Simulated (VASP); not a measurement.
Runs of VASP 6.6.1 on Ni3Pt. It takes space group Pm-3m (No. 221, cubic). The conventional cell has a = 3.625 Å, b = 3.625 Å, c = 3.625 Å, α = 90.00°, β = 90.00°, γ = 90.00°. Ni (site symmetry 4/mmm) has 8 Ni at 2.56 Å and 4 Pt at 2.56 Å within 3.4 Å. Within 3.4 Å of Pt (site symmetry m-3m) lie 12 Ni at 2.56 Å. 

```csv
spin,cutoff (eV),gap on the mesh (eV),pressure (GPa),moment (μB)
off,520,none,-12.9,-
"collinear, ferromagnetic start",600,none,-11.6,2.17
"collinear, ferrimagnetic start",600,none,-11.6,2.17
"collinear, ferrimagnetic start",520,none,(a),2.17
```

Alike in all rows: task single point; level LDA; potentials or basis VASP PAW LDA potentials, release 64 (Ni, Pt); cell as given; k mesh 9 × 9 × 9; smearing fermi-dirac 0.05 eV.

Task: Fill in the values left out.

Result: (a) -11.5.

Caveats: the cell stands under tension; spin-orbit coupling is left out, which moves the levels of the heavy elements.

A k mesh can miss the band edges, and the runs leave out spin-orbit coupling on Pt.

A gap of «none» marks levels without a gap at the run's occupations.
